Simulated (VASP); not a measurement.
A run of VASP 6.6.1:

The input INCAR:

```
SYSTEM = CdS
  ALGO = Normal
  EDIFF = 1E-6
  ENCUT = 520
  GGA = PE
  ISIF = 2
  ISMEAR = -1
  LASPH = .TRUE.
  LCHARG = .TRUE.
  LELF = .TRUE.
  LREAL = .FALSE.
  LVHAR = .TRUE.
  LWAVE = .FALSE.
  NBANDS = 16
  NELM = 80
  PREC = Accurate
  SIGMA = 0.02
```

File KPOINTS:

```
k-points
0
G
  7 7 7
  0 0 0
```

Contents of POSCAR:

```
CdS
1.0
    0.0000000000      2.9031789477      2.9031789477
    2.9031789477      0.0000000000      2.9031789477
    2.9031789477      2.9031789477      0.0000000000
Cd S
1 1
Direct
    0.0000000000      0.0000000000      0.0000000000
    0.7500000000      0.7500000000      0.7500000000
```

Potentials or basis: VASP PAW PBE potentials, release 64 (Cd, S).

The run is started by

```sh
$ cat potpaw_PBE.64/Cd/POTCAR potpaw_PBE.64/S/POTCAR > POTCAR
$ mpirun -np 1 vasp_std > vasp.out
```

Hardware: 1 thread of AMD EPYC 7R13 (shared host).

**Question.** How long does it take, and how much memory?

**Answer.** It took 31 s on 1 thread of AMD EPYC 7R13 (shared host), peak memory 0.15 GiB. Counts: scf iterations 14, k points 20.
